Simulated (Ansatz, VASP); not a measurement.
Two plane-wave programs on CuO

```xyz
2
Lattice="2.5526 0.0000 0.0000 0.0000 2.5526 0.0000 0.0000 0.0000 2.5526" Properties=species:S:1:pos:R:3 pbc="T T T"
Cu    0.0000    0.0000    0.0000
O     1.2763    1.2763    1.2763
```

Alike in both runs: task single point; functional LDA; k mesh 7 × 7 × 7; occupations gaussian, width 0.05 eV; collinear spin.

|  | VASP | Ansatz |
| --- | --- | --- |
| version | VASP 6.6.1 | Ansatz 0.2.0 |
| potentials or method | VASP PAW LDA potentials, release 64 (Cu, O), cutoff 600 eV | scalar-relativistic, plane waves, PAW |
| valence electrons in the cell | 17 | 25 |

Ansatz gave:

```
gap on the k mesh at the Fermi level (eV)                     : none
pressure (GPa)                                                : 3.7
net moment per atom (μB)                                      : 0.48
size of the moment on the site where the two differ most (μB) : 0.51
```

**Question.** Estimate VASP's values.

**Answer.** gap on the k mesh at the Fermi level (eV): none; pressure (GPa): 1.2; net moment per atom (μB): 0.00; size of the moment on the site where the two differ most (μB): 0.00.

The net moments are unlike, so the other rows may belong to different states. LDA's correlation is that of Perdew and Zunger in VASP and of Perdew and Wang (1992) in Ansatz. Site moments also hang on the region over which each program counts them. A gap of «none» marks a metal or a gap that the smearing closes. VASP's potentials hold 17 valence electrons a cell and Ansatz's 25, so a difference there can come from the potentials and not from the codes. Ansatz's warnings: specified occupation not kept, symmetry narrowed by occupation matrices.
